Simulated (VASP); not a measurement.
# Al12H3C in VASP: single point with PBE

Aim: the single point of Al12H3C with PBE.

All numbers are computed with VASP 6.6.1; they aren't measurements. Logs are shortened: lines on timing, memory, paths and dates and some standing lists are left out, and cuts for length are marked.

## 1. The cell of the first run

The cell holds a slab with vacuum, 16 atoms: a = 5.728 Å, b = 5.728 Å, c = 16.677 Å, α = 90.00°, β = 90.00°, γ = 60.00°.

## 2. Single point, PBE

Input file INCAR:

```
SYSTEM = Al12H3C
ALGO = Normal
EDIFF = 1E-6
ENCUT = 520
GGA = PE
ISIF = 2
ISMEAR = -1
LASPH = .True.
LCHARG = .False.
LREAL = Auto
LWAVE = .False.
NBANDS = 36
NELM = 60
PREC = Accurate
SIGMA = 0.05
```

Input file KPOINTS:

```
k-points
0
Gamma
  3 3 1
  0 0 0
```

Input file POSCAR:

```
Al12H3C
1.0
    5.7275650000      0.0000000000      0.0000000000
    2.8637820000      4.9602170000      0.0000000000
    0.0000000000      0.0000000000     16.6765370000
Al C H
12 1 3
Direct
    0.1666667000      0.1666667000      0.0599645000
    0.6666667000      0.1666667000      0.0599645000
    0.1666667000      0.6666667000      0.0599645000
    0.6666667000      0.6666667000      0.0599645000
   -0.1664908009      0.3332232366      0.2053597909
    0.3342600599      0.3316526545      0.2055764889
   -0.1678992895      0.8338092248      0.2056538077
    0.3343066515      0.8339536922      0.2055613170
   -0.0000439191      0.0003023190      0.3473166727
    0.5004217356     -0.0003165217      0.3967663241
    0.0003654463      0.4991490673      0.3473424085
    0.5010060642      0.4996036013      0.3472693057
    0.5002530643     -0.0002317522      0.5169875896
    0.5937154783      0.1133566874      0.5402271634
    0.2933507148      0.0931434352      0.5402908029
    0.6139915023     -0.2072079262      0.5402481936
```

Potentials or basis: VASP PAW PBE potentials, release 64 (Al, C, H).

Launch:

```console
$ cat potpaw_PBE.64/Al/POTCAR potpaw_PBE.64/C/POTCAR potpaw_PBE.64/H/POTCAR > POTCAR
$ mpirun -np 1 vasp_std > vasp.out
```

OUTCAR:

```text
SYSTEM = Al12H3C
   EDIFF = 1E-6
   ENCUT = 520
   GGA = PE
   ISIF = 2
   ISMEAR = -1
   LASPH = .True.
   LREAL = Auto
   NELM = 60
   PREC = Accurate

 ion  position               nearest neighbor table
   1  0.167  0.167  0.060-   3 2.86   3 2.86   2 2.86   2 2.86   4 2.86   4 2.86   5 2.93   6 2.94
                             8 2.94
   2  0.667  0.167  0.060-   4 2.86   4 2.86   1 2.86   1 2.86   3 2.86   3 2.86   5 2.93   6 2.94
                             7 2.94
   3  0.167  0.667  0.060-   1 2.86   1 2.86   4 2.86   4 2.86   2 2.86   2 2.86   8 2.94   7 2.94
                             6 2.94
   4  0.667  0.667  0.060-   2 2.86   2 2.86   3 2.86   3 2.86   1 2.86   1 2.86   8 2.93   5 2.94
                             7 2.94
   5  0.834  0.333  0.205-   7 2.86   6 2.86   8 2.86   8 2.86   6 2.86   7 2.86  12 2.88  11 2.89
                             9 2.89   1 2.93   2 2.93   4 2.94
   6  0.334  0.332  0.206-   8 2.85   7 2.85   5 2.86   5 2.86   7 2.88   8 2.88  11 2.89  12 2.89
                             2 2.94   1 2.94   3 2.94
   7  0.832  0.834  0.206-   8 2.85   6 2.85   5 2.86   5 2.86   6 2.88   8 2.88   9 2.89  11 2.89
                             4 2.94   2 2.94   3 2.94
   8  0.334  0.834  0.206-   6 2.85   7 2.85   5 2.86   5 2.86   7 2.88   6 2.88  12 2.89   9 2.89
                             4 2.93   1 2.94   3 2.94
   9  1.000  0.000  0.347-  11 2.86  12 2.86  12 2.87  11 2.87   5 2.89   7 2.89   8 2.89  10 2.98
                            10 2.98
  10  0.500  1.000  0.397-  13 2.00  11 2.98  12 2.98   9 2.98   9 2.98  11 2.98  12 2.98
  11  0.000  0.499  0.347-   9 2.86  12 2.86  12 2.87   9 2.87   5 2.89   6 2.89   7 2.89  10 2.98
                            10 2.98
  12  0.501  0.500  0.347-   9 2.86  11 2.86  11 2.87   9 2.87   5 2.88   8 2.89   6 2.89  10 2.98
                            10 2.98
  13  0.500  1.000  0.517-  15 1.10  16 1.10  14 1.10  10 2.00
  14  0.594  0.113  0.540-  13 1.10
  15  0.293  0.093  0.540-  13 1.10
  16  0.614  0.793  0.540-  13 1.10

  LATTYP: Found a hexagonal cell.
 ALAT       =     5.7275649303
 C/A-ratio  =     2.9116277516

  Lattice vectors:

 A1 = (  -2.8637820000,  -4.9602170000,   0.0000000000)
 A2 = (   5.7275650000,   0.0000000000,   0.0000000000)
 A3 = (   0.0000000000,   0.0000000000,  16.6765370000)

Analysis of symmetry for initial positions (statically):
=====================================================================
 Subroutine PRICEL returns:
 Original cell was already a primitive cell.

 Routine SETGRP: Setting up the symmetry group for a
 hexagonal supercell.

 Subroutine GETGRP returns: Found  1 space group operations
 (whereof  1 operations were pure point group operations)
 out of a pool of 24 trial point group operations.

The static configuration has the point symmetry C_1 .

Analysis of symmetry for dynamics (positions and initial velocities):
=====================================================================
 Subroutine PRICEL returns:
 Original cell was already a primitive cell.

 Routine SETGRP: Setting up the symmetry group for a
 hexagonal supercell.

 Subroutine GETGRP returns: Found  1 space group operations
 (whereof  1 operations were pure point group operations)
 out of a pool of 24 trial point group operations.

The dynamic configuration has the point symmetry C_1 .

 Subroutine INISYM returns: Found  1 space group operations
 (whereof  1 operations are pure point group operations),
 and found     1 'primitive' translations

----------------------------------------------------------------------------------------

                                     Primitive cell

  volume of cell :     473.7798

  direct lattice vectors                    reciprocal lattice vectors
     5.727565000  0.000000000  0.000000000     0.174594265 -0.100802024  0.000000000
     2.863782000  4.960217000  0.000000000     0.000000000  0.201604083  0.000000000
     0.000000000  0.000000000 16.676537000     0.000000000  0.000000000  0.059964488

  length of vectors
     5.727565000  5.727564930 16.676537000     0.201604081  0.201604083  0.059964488

  position of ions in fractional coordinates (direct lattice)
     0.166666700  0.166666700  0.059964500
     0.666666700  0.166666700  0.059964500
     0.166666700  0.666666700  0.059964500
     0.666666700  0.666666700  0.059964500
     0.833509199  0.333223237  0.205359791
     0.334260060  0.331652654  0.205576489
[... 8 lines left out ...]
     0.293350715  0.093143435  0.540290803
     0.613991502  0.792792074  0.540248194

  ion indices of the primitive-cell ions
   primitive index   ion index
                 1           1
                 2           2
                 3           3
                 4           4
                 5           5
                 6           6
[... 8 lines left out ...]
                15          15
                16          16

----------------------------------------------------------------------------------------

 KPOINTS: k-points

Automatic generation of k-mesh.
 Grid dimensions read from file:
 generate k-points for:    3    3    1

 Generating k-lattice:

  Cartesian coordinates                     Fractional coordinates (reciprocal lattice)
     0.058198088 -0.033600675  0.000000000     0.333333333  0.000000000  0.000000000
     0.000000000  0.067201361  0.000000000     0.000000000  0.333333333  0.000000000
     0.000000000  0.000000000  0.059964488     0.000000000  0.000000000  1.000000000

  Length of vectors
     0.067201360  0.067201361  0.059964488

  Shift w.r.t. Gamma in fractional coordinates (k-lattice)
     0.000000000  0.000000000  0.000000000

 Subroutine IBZKPT returns following result:
 ===========================================

 Found      5 irreducible k-points:

 Following reciprocal coordinates:
            Coordinates               Weight
  0.000000  0.000000  0.000000      1.000000
  0.333333  0.000000  0.000000      2.000000
  0.333333  0.333333  0.000000      2.000000
  0.000000  0.333333  0.000000      2.000000
 -0.333333  0.333333  0.000000      2.000000
   k-points           NKPTS =      5   k-points in BZ     NKDIM =      5   number of bands    NBANDS=     36
   number of dos      NEDOS =    301   number of ions     NIONS =     16
   total plane-waves  NPLWV = 290304
   dimension x,y,z NGX =    48 NGY =   48 NGZ =  126
   dimension x,y,z NGXF=    96 NGYF=   96 NGZF=  252
   ions per type =              12   1   3
   NGX,Y,Z   is equivalent  to a cutoff of  13.93, 13.93, 12.56 a.u.
   NGXF,Y,Z  is equivalent  to a cutoff of  27.86, 27.86, 25.12 a.u.
 SYSTEM =  Al12H3C
   PREC   = accura    normal or accurate (medium, high low for compatibility)
   ISTART =      0    job   : 0-new  1-cont  2-samecut
   ICHARG =      2    charge: 1-file 2-atom 10-const
   ISPIN  =      1    spin polarized calculation?
   LNONCOLLINEAR =      F non collinear calculations
   LSORBIT =      F    spin-orbit coupling
   LASPH  =      T    aspherical Exc in radial PAW
   ENCUT  =  520.0 eV  38.22 Ry    6.18 a.u.  10.65 10.65 31.01*2*pi/ulx,y,z
   NELM   =     60;   NELMIN=  2; NELMDL= -5     # of ELM steps
   EDIFF  = 0.1E-05   stopping-criterion for ELM
   LREAL  =      T    real-space projection
   EDIFFG = 0.1E-04   stopping-criterion for IOM
   NSW    =      0    number of steps for IOM
   IBRION =     -1    ionic relax: 0-MD 1-quasi-New 2-CG
   NFREE  =      0    steps in history (QN), initial steepest desc. (CG)
   ISIF   =      2    stress and relaxation
   ISYM   =      2    0-nonsym 1-usesym 2-fastsym
   POTIM  = 0.5000    time-step for ionic-motion
   TEBEG  =    0.0;   TEEND  =   0.0 temperature during run
   PSTRESS=    0.0 pullay stress
   NELECT =      43.0000    total number of electrons
   NUPDOWN=      -1.0000    fix difference up-down
   EMIN   =  10.00;   EMAX   =-10.00  energy-range for DOS
   EFERMI =   0.00;   METHOD = LEGACY
   ISMEAR =    -1;   SIGMA  =   0.05  broadening in eV -4-tet -1-fermi 0-gaus
   EFERMI_NEDOS =   21; number of points for ismear=-14 and -15
   IALGO  =     38    algorithm
   IMIX   =      4    mixing-type and parameters
     AMIX     =   0.40;   BMIX     =  1.00
     AMIX_MAG =   1.60;   BMIX_MAG =  1.00
  volume/ion in A,a.u.               =      29.61       199.83
  Fermi-wavevector in a.u.,A,eV,Ry     =   0.735708  1.390286  7.364374  0.541266
  Thomas-Fermi vector in A             =   1.828970
   LORBIT       =      0    0 simple, 1 ext, 2 COOP (PROOUT), +10 PAW based schemes
   GGA     = PE    functional components
   LHFCALC =     F    Hartree Fock is set to
   AEXX    =    0.0000 exact exchange contribution
   IVDW    =     0    specifies the selected vdW correction
   LEPSILON=     F    determine dielectric tensor
   LRPA    =     F    only Hartree local field effects (RPA)
 non-spin polarized calculation
  energy-cutoff  :      520.00
  volume of cell :      473.78
 maximum number of plane-waves:     12795
 NGX is ok and might be reduce to    42
   NGX = 21   NGY = 21   NGZ = 63

 number of electron      42.9999999 magnetization

 Free energy of the ion-electron system (eV)
  ---------------------------------------------------
  ext. energy  EPLUGINS =         0.00000000
  ---------------------------------------------------
  free energy    TOTEN  =       -62.10091278 eV

  energy without entropy =      -62.00616350  energy(sigma->0) =      -62.05353814

 E-fermi :   1.0975     XC(G=0):  -5.9716

 val. band max:        0.8772212851   @ k =   0.0000   0.0000   0.0000
 cond. band min:       1.1188929191   @ k =   0.0000   0.3333   0.0000
 fundamental gap:      0.2416716340
 Fermi energy:         1.0975158729

 k-point     1 :       0.0000    0.0000    0.0000
  band No.  band energies     occupation
      1     -11.1050      2.00000
      2      -8.9423      2.00000
      3      -7.3218      2.00000
      4      -5.1274      2.00000
      5      -4.0140      2.00000
      6      -4.0108      2.00000
[... 25 lines left out ...]
     32       3.7977      0.00000
     33       4.2884      0.00000
[... 112 lines left out ...]
      2      -7.0663      2.00000
      3      -7.0287      2.00000
      4      -6.8010      2.00000
      5      -5.4786      2.00000
      6      -5.4441      2.00000
[... 25 lines left out ...]
     32       4.7898      0.00000
     33       4.8062      0.00000
 [bands above 33 left out]

------------------------ aborting loop because EDIFF is reached ----------------------------------------

  FORCE on cell =-STRESS in cart. coord.  units (eV):
  Direction    XX          YY          ZZ          XY          YZ          ZX
  --------------------------------------------------------------------------------------
  -------------------------------------------------------------------------------------
  Total       -9.4542144     -9.4587544     -0.0957541     -0.0019513      0.0045350     -0.0049153
  in kB      -31.9712382    -31.9865910     -0.3238110     -0.0065988      0.0153358     -0.0166221
  external PRESSURE =     -21.4272134 kB  Pullay stress =       0.0000000 kB

 VOLUME and BASIS-vectors are now :
 -----------------------------------------------------------------------------
  energy-cutoff  :      520.00
  volume of cell :      473.78
      direct lattice vectors                 reciprocal lattice vectors
     5.727565000  0.000000000  0.000000000     0.174594265 -0.100802024  0.000000000
     2.863782000  4.960217000  0.000000000     0.000000000  0.201604083  0.000000000
     0.000000000  0.000000000 16.676537000     0.000000000  0.000000000  0.059964488

 POSITION                                       TOTAL-FORCE (eV/Angst)
 -----------------------------------------------------------------------------------
      1.43189      0.82670      1.00000         0.045091     -0.025660     -0.016479
      4.29567      0.82670      1.00000        -0.044187     -0.026139     -0.015342
      2.86378      3.30681      1.00000         0.000183     -0.000027      0.053766
      5.72756      3.30681      1.00000        -0.000118      0.051424     -0.016145
      5.72826      1.65286      3.42469        -0.000477     -0.002520      0.001778
      2.86428      1.64507      3.42830         0.001901     -0.002558     -0.000605
[... 8 lines left out ...]
      1.94693      0.46201      9.01018        -0.024047      0.010370      0.004568
      5.78706      3.93242      9.00947        -0.000049     -0.022400      0.004656
 -----------------------------------------------------------------------------------
    total drift:                                0.001088     -0.004234      0.002539

  FREE ENERGIE OF THE ION-ELECTRON SYSTEM (eV)
  ---------------------------------------------------
  free  energy   TOTEN  =       -62.1009127841 eV

  energy  without entropy=      -62.0061635048  energy(sigma->0) =      -62.05353814
```

Run time: 3.1 min. Hardware: 1 thread of Intel Xeon Platinum 8375C at 2.90GHz (Ice Lake), shared host; peak memory 0.59 GiB.

What came out:

- Free energy: -62.1009 eV
- Largest force: 0.054 eV/Å

Forces on the atoms (eV/Å):
```
Al   0.045 -0.026 -0.016
Al  -0.044 -0.026 -0.015
Al   0.000  0.000  0.054
Al   0.000  0.051 -0.016
Al   0.000 -0.003  0.002
Al   0.002 -0.003 -0.001
Al  -0.002  0.003 -0.003
Al   0.000  0.001  0.000
Al  -0.001  0.000 -0.003
Al  -0.001  0.000  0.020
Al   0.000  0.000 -0.002
Al   0.001  0.001 -0.001
C    0.010  0.001 -0.030
H    0.014  0.012  0.003
H   -0.024  0.010  0.005
H    0.000 -0.022  0.005
```

Caveat: the k points lie up to 0.42 Å⁻¹ apart.
